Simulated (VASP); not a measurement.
# MgO (Fm-3m) in VASP: single point with PBE

Aim: the single point of MgO with PBE.

All numbers are computed with VASP 6.6.1; they aren't measurements. Logs are shortened: lines on timing, memory, paths and dates and some standing lists are left out, and cuts for length are marked.

**1. The cell of the first run**

Symmetry: Fm-3m, No. 225, cubic system. Conventional cell: a = 4.222 Å, b = 4.222 Å, c = 4.222 Å, α = 90.00°, β = 90.00°, γ = 90.00°. Mg (site symmetry m-3m) has 6 O at 2.11 Å within 2.8 Å. O (site symmetry m-3m) has 6 Mg at 2.11 Å within 2.8 Å.

**2. Single point, PBE**

INCAR

```
ALGO = Normal
EDIFF = 1E-6
ENCUT = 840
GGA = PE
GGA_COMPAT = F
ISIF = 2
ISMEAR = -1
LASPH = T
LCHARG = F
LREAL = F
LWAVE = F
NBANDS = 15
NELM = 120
PREC = Accurate
SIGMA = 0.1
```

KPOINTS

```
k-points
0
Gamma
  8 8 8
```

POSCAR

```
MgO
1.0
    0.0000000000      2.1110000000      2.1110000000
    2.1110000000      0.0000000000      2.1110000000
    2.1110000000      2.1110000000      0.0000000000
Mg O
1 1
Direct
    0.0000000000      0.0000000000      0.0000000000
    0.5000000000      0.5000000000      0.5000000000
```

Potentials or basis: VASP PAW PBE potentials, release 64 (Mg_sv, O).

Launch:

```
$ cat potpaw_PBE.64/Mg_sv/POTCAR potpaw_PBE.64/O/POTCAR > POTCAR
$ mpirun -np 1 vasp_std > vasp.out
```

OUTCAR:

```text
EDIFF = 1E-6
   ENCUT = 840
   GGA = PE
   ISIF = 2
   ISMEAR = -1
   LASPH = T
   LREAL = F
   NELM = 120
   PREC = Accurate

 ion  position               nearest neighbor table
   1  0.000  0.000  0.000-   2 2.11   2 2.11   2 2.11   2 2.11   2 2.11   2 2.11
   2  0.500  0.500  0.500-   1 2.11   1 2.11   1 2.11   1 2.11   1 2.11   1 2.11

  LATTYP: Found a face centered cubic cell.
 ALAT       =     4.2220000000

  Lattice vectors:

 A1 = (   0.0000000000,   2.1110000000,   2.1110000000)
 A2 = (   2.1110000000,   0.0000000000,   2.1110000000)
 A3 = (   2.1110000000,   2.1110000000,   0.0000000000)

Analysis of symmetry for initial positions (statically):
=====================================================================
 Subroutine PRICEL returns:
 Original cell was already a primitive cell.

 Routine SETGRP: Setting up the symmetry group for a
 face centered cubic supercell.

 Subroutine GETGRP returns: Found 48 space group operations
 (whereof 48 operations were pure point group operations)
 out of a pool of 48 trial point group operations.

The static configuration has the point symmetry O_h .

Analysis of symmetry for dynamics (positions and initial velocities):
=====================================================================
 Subroutine PRICEL returns:
 Original cell was already a primitive cell.

 Routine SETGRP: Setting up the symmetry group for a
 face centered cubic supercell.

 Subroutine GETGRP returns: Found 48 space group operations
 (whereof 48 operations were pure point group operations)
 out of a pool of 48 trial point group operations.

The dynamic configuration has the point symmetry O_h .

 Subroutine INISYM returns: Found 48 space group operations
 (whereof 48 operations are pure point group operations),
 and found     1 'primitive' translations

----------------------------------------------------------------------------------------

                                     Primitive cell

  volume of cell :      18.8146

  direct lattice vectors                    reciprocal lattice vectors
     0.000000000  2.111000000  2.111000000    -0.236854571  0.236854571  0.236854571
     2.111000000  0.000000000  2.111000000     0.236854571 -0.236854571  0.236854571
     2.111000000  2.111000000  0.000000000     0.236854571  0.236854571 -0.236854571

  length of vectors
     2.985404830  2.985404830  2.985404830     0.410244151  0.410244151  0.410244151

  position of ions in fractional coordinates (direct lattice)
     0.000000000  0.000000000  0.000000000
     0.500000000  0.500000000  0.500000000

  ion indices of the primitive-cell ions
   primitive index   ion index
                 1           1
                 2           2

----------------------------------------------------------------------------------------

 KPOINTS: k-points

Automatic generation of k-mesh.
 Grid dimensions read from file:
 generate k-points for:    8    8    8

 Generating k-lattice:

  Cartesian coordinates                     Fractional coordinates (reciprocal lattice)
    -0.029606821  0.029606821  0.029606821     0.125000000  0.000000000  0.000000000
     0.029606821 -0.029606821  0.029606821     0.000000000  0.125000000  0.000000000
     0.029606821  0.029606821 -0.029606821     0.000000000  0.000000000  0.125000000

  Length of vectors
     0.051280519  0.051280519  0.051280519

  Shift w.r.t. Gamma in fractional coordinates (k-lattice)
     0.000000000  0.000000000  0.000000000

 Subroutine IBZKPT returns following result:
 ===========================================

 Found     29 irreducible k-points:

 Following reciprocal coordinates:
            Coordinates               Weight
  0.000000  0.000000  0.000000      1.000000
  0.125000  0.000000  0.000000      8.000000
  0.250000  0.000000  0.000000      8.000000
  0.375000  0.000000  0.000000      8.000000
  0.500000  0.000000  0.000000      4.000000
  0.125000  0.125000  0.000000      6.000000
[... 16 lines left out ...]
  0.500000  0.250000  0.125000     48.000000
 -0.375000  0.250000  0.125000     24.000000
 [... further k-points ...]
   k-points           NKPTS =     29   k-points in BZ     NKDIM =     29   number of bands    NBANDS=     15
   number of dos      NEDOS =    301   number of ions     NIONS =      2
   total plane-waves  NPLWV =  21952
   dimension x,y,z NGX =    28 NGY =   28 NGZ =   28
   dimension x,y,z NGXF=    56 NGYF=   56 NGZF=   56
   ions per type =               1   1
   NGX,Y,Z   is equivalent  to a cutoff of  15.59, 15.59, 15.59 a.u.
   NGXF,Y,Z  is equivalent  to a cutoff of  31.18, 31.18, 31.18 a.u.
 SYSTEM =  unknown system
   PREC   = accura    normal or accurate (medium, high low for compatibility)
   ISTART =      0    job   : 0-new  1-cont  2-samecut
   ICHARG =      2    charge: 1-file 2-atom 10-const
   ISPIN  =      1    spin polarized calculation?
   LNONCOLLINEAR =      F non collinear calculations
   LSORBIT =      F    spin-orbit coupling
   LASPH  =      T    aspherical Exc in radial PAW
   ENCUT  =  840.0 eV  61.74 Ry    7.86 a.u.   7.06  7.06  7.06*2*pi/ulx,y,z
   NELM   =    120;   NELMIN=  2; NELMDL= -5     # of ELM steps
   EDIFF  = 0.1E-05   stopping-criterion for ELM
   LREAL  =      F    real-space projection
   EDIFFG = 0.1E-04   stopping-criterion for IOM
   NSW    =      0    number of steps for IOM
   IBRION =     -1    ionic relax: 0-MD 1-quasi-New 2-CG
   NFREE  =      0    steps in history (QN), initial steepest desc. (CG)
   ISIF   =      2    stress and relaxation
   ISYM   =      2    0-nonsym 1-usesym 2-fastsym
   POTIM  = 0.5000    time-step for ionic-motion
   TEBEG  =    0.0;   TEEND  =   0.0 temperature during run
   PSTRESS=    0.0 pullay stress
   NELECT =      16.0000    total number of electrons
   NUPDOWN=      -1.0000    fix difference up-down
   EMIN   =  10.00;   EMAX   =-10.00  energy-range for DOS
   EFERMI =   0.00;   METHOD = LEGACY
   ISMEAR =    -1;   SIGMA  =   0.10  broadening in eV -4-tet -1-fermi 0-gaus
   EFERMI_NEDOS =   21; number of points for ismear=-14 and -15
   IALGO  =     38    algorithm
   IMIX   =      4    mixing-type and parameters
     AMIX     =   0.40;   BMIX     =  1.00
     AMIX_MAG =   1.60;   BMIX_MAG =  1.00
  volume/ion in A,a.u.               =       9.41        63.48
  Fermi-wavevector in a.u.,A,eV,Ry     =   1.551017  2.930997 32.730911  2.405654
  Thomas-Fermi vector in A             =   2.655597
   LORBIT       =      0    0 simple, 1 ext, 2 COOP (PROOUT), +10 PAW based schemes
   GGA     = PE    functional components
   LHFCALC =     F    Hartree Fock is set to
   AEXX    =    0.0000 exact exchange contribution
   IVDW    =     0    specifies the selected vdW correction
   LEPSILON=     F    determine dielectric tensor
   LRPA    =     F    only Hartree local field effects (RPA)
 non-spin polarized calculation
  energy-cutoff  :      840.00
  volume of cell :       18.81
 maximum number of plane-waves:      1056
   NGX = 15   NGY = 15   NGZ = 15

 number of electron      15.9999996 magnetization

 Free energy of the ion-electron system (eV)
  ---------------------------------------------------
  ext. energy  EPLUGINS =         0.00000000
  ---------------------------------------------------
  free energy    TOTEN  =       -11.87870218 eV

  energy without entropy =      -11.87870218  energy(sigma->0) =      -11.87870218

 E-fermi :   5.1620     XC(G=0): -11.3556

 val. band max:        2.8648314042   @ k =   0.0000   0.0000   0.0000
 cond. band min:       7.5362700112   @ k =   0.0000   0.0000   0.0000
 fundamental gap:      4.6714386070
 Fermi energy:         5.1620101054

 k-point     1 :       0.0000    0.0000    0.0000
  band No.  band energies     occupation
      1     -69.4278      2.00000
      2     -36.1534      2.00000
      3     -36.1534      2.00000
      4     -36.1534      2.00000
      5     -14.3478      2.00000
      6       2.8648      2.00000
      7       2.8648      2.00000
      8       2.8648      2.00000
      9       7.5363      0.00000
     10      18.6306      0.00000
     11      18.6306      0.00000
     12      18.6306      0.00000
     13      22.5249      0.00000
     14      24.2979      0.00000
     15      24.2979      0.00000

 k-point     2 :       0.1250    0.0000    0.0000
  band No.  band energies     occupation
      1     -69.4264      2.00000
      2     -36.1657      2.00000
      3     -36.1546      2.00000
      4     -36.1546      2.00000
      5     -14.1822      2.00000
      6       1.9155      2.00000
      7       2.7628      2.00000
      8       2.7628      2.00000
      9       8.4501      0.00000
     10      16.9538      0.00000
     11      18.9859      0.00000
     12      18.9859      0.00000
     13      23.3306      0.00000
     14      23.3306      0.00000
     15      24.6739      0.00000

 k-point     3 :       0.2500    0.0000    0.0000
  band No.  band energies     occupation
      1     -69.4235      2.00000
      2     -36.1958      2.00000
      3     -36.1577      2.00000
      4     -36.1577      2.00000
      5     -13.7534      2.00000
      6       0.2241      2.00000
      7       2.5275      2.00000
      8       2.5275      2.00000
      9       9.8994      0.00000
     10      15.4016      0.00000
     11      19.4720      0.00000
     12      19.4720      0.00000
     13      22.9384      0.00000
     14      22.9384      0.00000
     15      24.7962      0.00000
[... 343 lines left out ...]
 k-point    23 :       0.5000    0.2500    0.1250
  band No.  band energies     occupation
      1     -69.4191      2.00000
      2     -36.2173      2.00000
      3     -36.1805      2.00000
      4     -36.1665      2.00000
      5     -13.0828      2.00000
      6      -0.8078      2.00000
      7       1.1610      2.00000
      8       2.0068      2.00000
      9      12.3084      0.00000
     10      14.4753      0.00000
     11      16.7388      0.00000
     12      19.9439      0.00000
     13      22.4834      0.00000
     14      25.1912      0.00000
     15      28.8080      0.00000

 k-point    24 :      -0.3750    0.2500    0.1250
  band No.  band energies     occupation
      1     -69.4181      2.00000
      2     -36.2241      2.00000
      3     -36.1826      2.00000
      4     -36.1690      2.00000
      5     -12.9180      2.00000
      6      -1.0954      2.00000
      7       0.9554      2.00000
      8       1.8888      2.00000
      9      12.4937      0.00000
     10      15.0044      0.00000
     11      16.3114      0.00000
     12      19.6981      0.00000
     13      23.3178      0.00000
     14      24.8642      0.00000
     15      28.9452      0.00000

 [... further k-points ...]

------------------------ aborting loop because EDIFF is reached ----------------------------------------

  FORCE on cell =-STRESS in cart. coord.  units (eV):
  Direction    XX          YY          ZZ          XY          YZ          ZX
  --------------------------------------------------------------------------------------
  -------------------------------------------------------------------------------------
  Total        0.4223595      0.4223595      0.4223595      0.0000000      0.0000000     -0.0000000
  in kB       35.9664949     35.9664949     35.9664949      0.0000000      0.0000000     -0.0000000
  external PRESSURE =      35.9664949 kB  Pullay stress =       0.0000000 kB

 VOLUME and BASIS-vectors are now :
 -----------------------------------------------------------------------------
  energy-cutoff  :      840.00
  volume of cell :       18.81
      direct lattice vectors                 reciprocal lattice vectors
     0.000000000  2.111000000  2.111000000    -0.236854571  0.236854571  0.236854571
     2.111000000  0.000000000  2.111000000     0.236854571 -0.236854571  0.236854571
     2.111000000  2.111000000  0.000000000     0.236854571  0.236854571 -0.236854571

 POSITION                                       TOTAL-FORCE (eV/Angst)
 -----------------------------------------------------------------------------------
      0.00000      0.00000      0.00000         0.000000      0.000000      0.000000
      2.11100      2.11100      2.11100        -0.000000     -0.000000     -0.000000
 -----------------------------------------------------------------------------------
    total drift:                                0.000000      0.000000      0.000000

  FREE ENERGIE OF THE ION-ELECTRON SYSTEM (eV)
  ---------------------------------------------------
  free  energy   TOTEN  =       -11.8787021772 eV

  energy  without entropy=      -11.8787021772  energy(sigma->0) =      -11.87870218
```

Wall time 11 s (1 thread of AMD EPYC 7R43 (Zen 3), shared host); peak memory 0.12 GiB.

What came out:

| Quantity | Value |
| --- | --- |
| Free energy | -11.8787 eV |
| Pressure | 3.6 GPa |
| Band gap on the k mesh | 4.67 eV |

Caveat: the cell stands under pressure.
